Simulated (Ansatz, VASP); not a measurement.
## TiAl in VASP and in Ansatz

```
Ti Al
1.0
     3.17906    0.00000    0.00000
     0.00000    3.17906    0.00000
     0.00000    0.00000    3.17906
Ti Al
1 1
Direct
  0.00000 0.00000 0.00000
  0.50000 0.50000 0.50000
```

Alike in both runs: task relaxation of cell and atoms; functional RPBE; k mesh 8 × 8 × 8; occupations fermi-dirac, width 0.05 eV; no spin polarisation.

|  | VASP | Ansatz |
| --- | --- | --- |
| version | VASP 6.6.1 | Ansatz 0.2.0 |
| potentials or method | VASP PAW PBE potentials, release 64 (Ti_sv, Al) | Ansatz PAW |
| plane-wave cutoff (eV) | 600 | 420 |
| valence electrons in the cell | 15 | 15 |

```tsv
	VASP	Ansatz	Ansatz less VASP
gap on the k mesh at the Fermi level, each at its own relaxed structure (eV)	none	none	-
relaxed volume (Å³/atom)	16.56	16.58	+0.016
relaxed cell length with the largest relative difference (Å)	3.212	3.213	+0.0010
```

VASP's potentials were made for PBE, not for RPBE. A gap of «none» marks a metal or a gap that the smearing closes.

Noted on Ansatz's run: the plane-wave basis is chosen anew once the cell has moved, so the energies of steps on either side of that aren't comparable.
